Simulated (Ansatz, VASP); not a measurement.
ZrOs3: VASP beside Ansatz

```xyz
4
Lattice="3.9966 0.0000 0.0000 0.0000 3.9966 0.0000 0.0000 0.0000 3.9966" Properties=species:S:1:pos:R:3 pbc="T T T"
Os    0.0000    1.9983    1.9983
Os    1.9983    0.0000    1.9983
Os    1.9983    1.9983    0.0000
Zr    0.0000    0.0000    0.0000
```

Alike in both runs: task single point; functional PBE; k mesh 7 × 7 × 7; occupations fermi-dirac, width 0.05 eV; no spin polarisation.

|  | VASP | Ansatz |
| --- | --- | --- |
| version | VASP 6.6.1 | Ansatz 0.2.0 |
| potentials or method | VASP PAW PBE potentials, release 64 (Os, Zr_sv) | Ansatz PAW |
| plane-wave cutoff (eV) | 520 | 420 |
| valence electrons in the cell | 36 | 60 |

```tsv
	VASP	Ansatz	Ansatz less VASP
gap on the k mesh at the Fermi level (eV)	none	none	-
pressure (GPa)	-2.2	-2.1	+0.07
```

A gap of «none» marks a metal or a gap that the smearing closes. VASP's potentials hold 36 valence electrons a cell and Ansatz's 60, so a difference there can come from the potentials and not from the codes.

Neither program's run includes spin-orbit coupling.
